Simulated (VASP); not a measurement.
Runs of VASP 6.6.1 on Cu. The structure is that of space group P6_3/mmc (No. 194), or close to it. The cells are those of the table. This isn't the form of Cu at room conditions, which is fcc.

```csv
cell,gap on the mesh (eV),pressure (GPa)
"a = 2.510, b = 2.510, c = 3.859 Å, angles 90.0, 90.0, 120.0°, 2 atoms",none,(b)
"a = 2.666, b = 2.666, c = 4.354 Å, angles 90.0, 90.0, 120.0°, 2 atoms",none,(c)
"a = 2.411, b = 2.411, c = 4.183 Å, angles 90.0, 90.0, 120.0°, 2 atoms",none,26.0
"a = 2.561, b = 2.561, c = 3.707 Å, angles 90.0, 90.0, 120.0°, 2 atoms",none,(a)
"a = 2.613, b = 2.613, c = 4.533 Å, angles 90.0, 90.0, 120.0°, 2 atoms",none,-10.9
"a = 2.364, b = 2.364, c = 4.354 Å, angles 90.0, 90.0, 120.0°, 2 atoms",none,28.9
"a = 2.460, b = 2.460, c = 4.018 Å, angles 90.0, 90.0, 120.0°, 2 atoms",none,25.1
"a = 2.776, b = 2.776, c = 4.018 Å, angles 90.0, 90.0, 120.0°, 2 atoms",none,-9.0
```

Alike in all rows: task single point; level PBE; potentials or basis VASP PAW PBE potentials, release 64 (Cu); no spin polarisation; k mesh 21 × 21 × 12; cutoff (eV) 520; smearing gaussian 0.15 eV.

Fill in the values left out.

(a) 28.6; (b) 26.2; (c) -11.3.

Caveats: the cell stands under pressure (at least some runs); the cell stands under tension (at least some runs).

A gap of «none» marks levels without a gap at the run's occupations.
